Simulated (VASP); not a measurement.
# C: single point with PBEsol

Crystal: C.

```
C
1.0
     2.12732   -1.22828    0.00000
     2.12732    1.22828    0.00000
    -1.37907    0.00000    3.39775
C
2
Cartesian
  3.5455 0.0000 0.0003
  -0.6699 0.0000 3.3974
```

```json
{
  "Program": "VASP 6.6.1",
  "Task": "single point",
  "Functional": "PBEsol",
  "Potentials or basis": "VASP PAW PBE potentials, release 64 (C)",
  "Cutoff": "520 eV",
  "k mesh": "16 × 16 × 10",
  "Occupations": "fermi-dirac, width 0.1 eV",
  "Spin": "no spin polarisation",
  "Dipole correction": "no",
  "Further INCAR settings": "ALGO = Normal; EDIFF = 1e-06; NBANDS = 11"
}
```

* Pressure: 1.8 GPa
* Band gap on the k mesh: 0.48 eV, indirect (least direct gap 0.50 eV)

Forces in eV/Å, atoms in the order of the input:
```
C    0.002  0.000  0.002
C   -0.002  0.000 -0.002
```

Stress tensor (GPa, compression positive):
```
 2.16  0.00 -0.04
 0.00  2.08  0.00
-0.04  0.00  1.03
```

Levels at points of the mesh, in eV from the valence-band top:
```csv
k point,band 2,band 3,band 4,band 5,band 6,band 7
"(0.00, 0.00, 0.00)",-6.53,-2.79,-2.78,4.08,8.59,8.59
"(0.50, 0.00, 0.00)",-13.15,-6.20,-1.84,2.18,7.84,11.80
"(0.50, 0.50, 0.00)",-13.07,-6.25,-2.51,1.50,7.47,13.14
"(0.00, 0.00, 0.50)",-8.42,-2.80,-2.80,8.54,8.55,10.19
"(0.50, 0.00, 0.50)",-13.07,-6.25,-2.55,1.44,7.47,13.23
"(0.50, 0.50, 0.50)",-13.14,-6.20,-1.89,2.11,7.84,11.89
```

It took 58 s on 1 thread of Intel(R) Xeon(R) Platinum 8375C CPU @ 2.90GHz (Ice Lake) (shared host), peak memory 0.21 GiB.

Caveat: the PAW data sets were made with another functional, which shifts forces and pressure a little; this functional lacks dispersion, which binds the layers, so the pressure and a relaxed spacing across them are unreliable. A k mesh can miss the band edges.
